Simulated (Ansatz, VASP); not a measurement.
## One calculation of TaMo4, two programs

```
Ta Mo
1.0
     4.64994    0.00000    0.00000
     0.00000    4.64994    0.00000
     0.00000    0.00000    4.64994
Ta Mo
1 4
Direct
  0.50000 0.50000 0.50000
  0.00000 0.50000 0.50000
  0.50000 0.00000 0.50000
  0.50000 0.50000 0.00000
  0.00000 0.00000 0.00000
```

Alike in both runs: task relaxation of cell and atoms; functional PBE; k mesh 4 × 4 × 4; occupations gaussian, width 0.1 eV; no spin polarisation.

```csv
,VASP,Ansatz
version,VASP 6.6.1,Ansatz 0.2.0
potentials or method,"VASP PAW PBE potentials, release 64 (Ta_pv, Mo_sv), cutoff 600 eV","scalar-relativistic, plane waves, PAW"
valence electrons in the cell,67,69
```

Ansatz gave:

- gap on the k mesh at the Fermi level, each at its own relaxed structure (eV): none
- relaxed volume (Å³/atom): 20.26
- relaxed cell length with the largest relative difference (Å): 4.662

Task: What did VASP give for the same quantities?

Result: gap on the k mesh at the Fermi level, each at its own relaxed structure (eV): none; relaxed volume (Å³/atom): 20.37; relaxed cell length with the largest relative difference (Å): 4.670.

A gap of «none» marks a metal or a gap that the smearing closes. VASP's potentials hold 67 valence electrons a cell and Ansatz's 69, so a difference there can come from the potentials and not from the codes.

Neither program's run includes spin-orbit coupling.
